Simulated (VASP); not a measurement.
Write the native input for VASP 6.6.1 that does the following.

```yaml
Task: relaxation of cell and atoms
Functional: PBEsol
Potentials_or_basis: VASP PAW PBE potentials, release 64 (Ni, Al)
Cutoff: 600 eV
k_mesh: 9 × 9 × 9
Occupations: fermi-dirac, width 0.05 eV
Spin: collinear spin, ferromagnetic start
Starting_moments: "[1.0, 0.0] μB"
Target_pressure: 5 GPa
Dipole_correction: no
Further_INCAR_settings: ALGO = Normal; EDIFF = 1e-07; IBRION = 2; EDIFFG = -0.005; NSW = 80; ISIF = 3
```

The structure of AlNi lies in POSCAR:

```
AlNi
1.0
    2.8810000000      0.0000000000      0.0000000000
    0.0000000000      2.8810000000      0.0000000000
    0.0000000000      0.0000000000      2.8810000000
Ni Al
1 1
Direct
    0.5000000000      0.5000000000      0.5000000000
    0.0000000000      0.0000000000      0.0000000000
```

These files were run (other wordings do the same):

INCAR

```
ALGO = Normal ; EDIFF = 1E-7
EDIFFG = -0.005 ; ENCUT = 600
GGA = PS ; IBRION = 2
ISIF = 3 ; ISMEAR = -1
ISPIN = 2 ; LASPH = True
LCHARG = False ; LMAXMIX = 4
LORBIT = 11 ; LREAL = False
LWAVE = False ; MAGMOM = 1 0
NELM = 150 ; NSW = 80
PREC = Accurate ; PSTRESS = 50.0
SIGMA = 0.05
```

KPOINTS

```
k-points
0
Gamma
  9 9 9
```

Potentials or basis: VASP PAW PBE potentials, release 64 (Ni, Al).

The run is started by

```bash
$ cat potpaw_PBE.64/Ni/POTCAR potpaw_PBE.64/Al/POTCAR > POTCAR
$ mpirun -np 1 vasp_std > vasp.out
```

Results of the run:

- Relaxed volume: 11.41 Å³/atom
- Relaxed cell: a = 2.837 Å, b = 2.837 Å, c = 2.837 Å, α = 90.00°, β = 90.00°, γ = 90.00°
- Space group after relaxing (to 0.05 Å): Pm-3m (No. 221)
- Energy change on relaxing (the enthalpy is what falls): +2.3 meV/atom
- Ionic steps: 3
- Pressure after relaxing: 4.9 GPa
- Net moment: 0.00 μB per cell
- Valence electrons inside the program's atomic spheres: Ni 9.56; Al 0.82

Caveat: the cell is relaxed towards a set pressure, so the enthalpy falls and the energy may rise; the PAW data sets were made with another functional, which shifts forces and pressure a little.

Run time: 110 s on 1 thread of AMD EPYC 7R13, with other jobs on the host, peak memory 0.14 GiB.
